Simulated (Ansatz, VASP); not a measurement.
# C in VASP and in Ansatz

Contents of INCAR:

```
PREC = Accurate ; ENCUT = 520
EDIFF = 1E-6 ; ISMEAR = -1
SIGMA = 0.03 ; LREAL = F
LASPH = T ; NELM = 100
ALGO = Normal ; ISIF = 2
LWAVE = F ; LCHARG = T
GGA = PE ; LELF = T
LVHAR = T ; NBANDS = 8
```

Contents of KPOINTS:

```
Automatic mesh
0
Gamma
  15 15 15
```

File POSCAR:

```
C
1.0
    1.7755632054      0.0000000000      0.0000000000
    0.0000000000      1.7755632054      0.0000000000
    0.0000000000      0.0000000000      1.7755632054
C
1
Direct
    0.0000000000      0.0000000000      0.0000000000
```

Input for Ansatz:

```yaml
crystal:
  lattice:
    - [1.7755632054, 0.0, 0.0]
    - [0.0, 1.7755632054, 0.0]
    - [0.0, 0.0, 1.7755632054]
  atoms:
    - { symbol: C, position: [0.0, 0.0, 0.0] }
kpoints:
  mp_grid: { grid: [15, 15, 15] }
scf:
  occupations: { method: fermi_dirac, width: 0.03 }
hamiltonian:
  xc: pbe
  pseudopotentials: { kind: all_electron, lapw: { basis_error: 0.001 } }
output:
  forces: true
  stress: true
  eigenvalues: true
basis:
  ecutwfc: 500
```

Alike in both runs: task single point; functional PBE; k mesh 15 × 15 × 15; occupations fermi-dirac, width 0.03 eV; no spin polarisation.

|  | VASP | Ansatz |
| --- | --- | --- |
| version | VASP 6.6.1 | Ansatz 0.2.0 |
| potentials or method | VASP PAW PBE potentials, release 64 (C), cutoff 520 eV | all-electron LAPW, scalar-relativistic |

VASP gave:

- pressure (GPa): 0.1

Q: Estimate Ansatz's values.

A: Pressure (GPa): -0.3.

Ansatz ran all-electron here, and VASP with PAW potentials.
